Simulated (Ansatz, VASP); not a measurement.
GaN: VASP beside Ansatz

```
Ga N
1.0
     0.06332    2.25350    2.25350
     2.25350    0.06332    2.25350
     2.31682    2.31682    0.00000
Ga N
1 1
Direct
  0.00000 0.00000 0.00000
  0.75000 0.75000 0.75000
```

Change from the starting cell: strain +0.0562 x Voigt [0, 0, 0, 0, 0, 1], atoms carried along.

Alike in both runs: task single point; functional PBEsol; k mesh 10 × 10 × 10; occupations gaussian, width 0.05 eV; no spin polarisation.

|  | VASP | Ansatz |
| --- | --- | --- |
| version | VASP 6.6.1 | Ansatz 0.2.0 |
| potentials or method | VASP PAW PBE potentials, release 64 (Ga_d, N), cutoff 520 eV | scalar-relativistic, plane waves, PAW |
| valence electrons in the cell | 18 | 18 |

Ansatz gave:

```
gap on the k mesh at the Fermi level (eV)                     : 1.50
least direct gap on the mesh (eV)                             : 1.50
pressure (GPa)                                                : -0.3
traceless stress, the component that is largest in VASP (GPa) : -10.64
rms of the force components (eV/Å)                            : 0.266
```

Problem. What did VASP give for the same quantities?

Solution. gap on the k mesh at the Fermi level (eV): 1.51; least direct gap on the mesh (eV): 1.51; pressure (GPa): -0.5; traceless stress, the component that is largest in VASP (GPa): -10.63; rms of the force components (eV/Å): 0.259.

VASP's potentials were made for PBE, not for PBEsol. Atom by atom the forces differ by 0.007 eV/Å (rms over components).
